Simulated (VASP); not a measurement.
Set up this calculation in VASP 6.6.1, as the native input.

- Task: single point
- Functional: r2SCAN
- Potentials or basis: VASP PAW PBE potentials, release 64 (Ga_d, N)
- Cutoff: 520 eV
- k mesh: 12 × 12 × 6
- Occupations: gaussian, width 0.05 eV
- Spin: no spin polarisation
- Dipole correction: no
- Further INCAR settings: ALGO = Normal; EDIFF = 1e-06; NBANDS = 26

The system is GaN.

```xyz
4
Lattice="3.1323 0.0000 0.0000 -1.5661 2.7127 0.0000 0.0000 0.0000 5.2435" Properties=species:S:1:pos:R:3 pbc="T T T"
Ga    0.0000    1.8084    0.0000
Ga    1.5661    0.9042    2.6217
N     0.0000    1.8084    1.9663
N     1.5661    0.9042    4.5881
```

This cell differs from its parent crystal: strain -0.015 along x and y, +0.015 along z.

These files were run (other wordings do the same):

POSCAR

```
GaN
1.0
    3.1322996656      0.0000000000      0.0000000000
   -1.5661498328      2.7126510826      0.0000000000
    0.0000000000      0.0000000000      5.2434900000
Ga N
2 2
Direct
    0.3333333333      0.6666666667      0.0000000000
    0.6666666667      0.3333333333      0.5000000000
    0.3333333333      0.6666666667      0.3750000000
    0.6666666667      0.3333333333      0.8750000000
```

INCAR.step1

```
PREC     = Accurate       # precision mode
ENCUT    = 520            # plane-wave cutoff, eV
ISMEAR   = 0              # smearing method
SIGMA    = 0.05           # smearing width, eV
LREAL    = F              # projectors in reciprocal space
LASPH    = T              # aspherical terms in the spheres
NELM     = 100            # most SCF steps
NBANDS   = 26             # bands
GGA      = PE             # functional
ALGO     = Normal         # electronic algorithm
EDIFF    = 1E-4           # SCF threshold, eV
LWAVE    = T              # write WAVECAR
LCHARG   = F              # write CHGCAR
```

INCAR.step2

```
PREC     = Accurate       # precision mode
ENCUT    = 520            # plane-wave cutoff, eV
EDIFF    = 1E-6           # SCF threshold, eV
ISMEAR   = 0              # smearing method
SIGMA    = 0.05           # smearing width, eV
LREAL    = F              # projectors in reciprocal space
LASPH    = T              # aspherical terms in the spheres
NELM     = 100            # most SCF steps
ALGO     = Normal         # electronic algorithm
ISIF     = 2              # what is computed and relaxed
LWAVE    = F              # write WAVECAR
LCHARG   = F              # write CHGCAR
METAGGA  = R2SCAN         # meta-GGA
LMIXTAU  = T            
NBANDS   = 26             # bands
ISTART   = 1
```

KPOINTS

```
Automatic mesh
0
Gamma
  12 12 6
```

Potentials or basis: VASP PAW PBE potentials, release 64 (Ga_d, N).

Launch:

```console
$ cat potpaw_PBE.64/Ga_d/POTCAR potpaw_PBE.64/N/POTCAR > POTCAR
$ cp INCAR.step1 INCAR
$ mpirun -np 1 vasp_std > vasp.out
$ cp INCAR.step2 INCAR
$ mpirun -np 1 vasp_std > vasp.out
```

Results of the run:

| Property | Result |
| --- | --- |
| Pressure | 5.5 GPa |
| Largest force | 0.200 eV/Å |
| Band gap on the k mesh | 2.38 eV |

Caveat: the cell differs from its parent crystal (strain -0.015 along x and y, +0.015 along z); the cell stands under pressure; the PAW data sets were made with another functional, which shifts forces and pressure a little.

Run time: 6.2 min on 1 thread of Intel Xeon 8259CL, with other jobs on the host, peak memory 0.22 GiB.
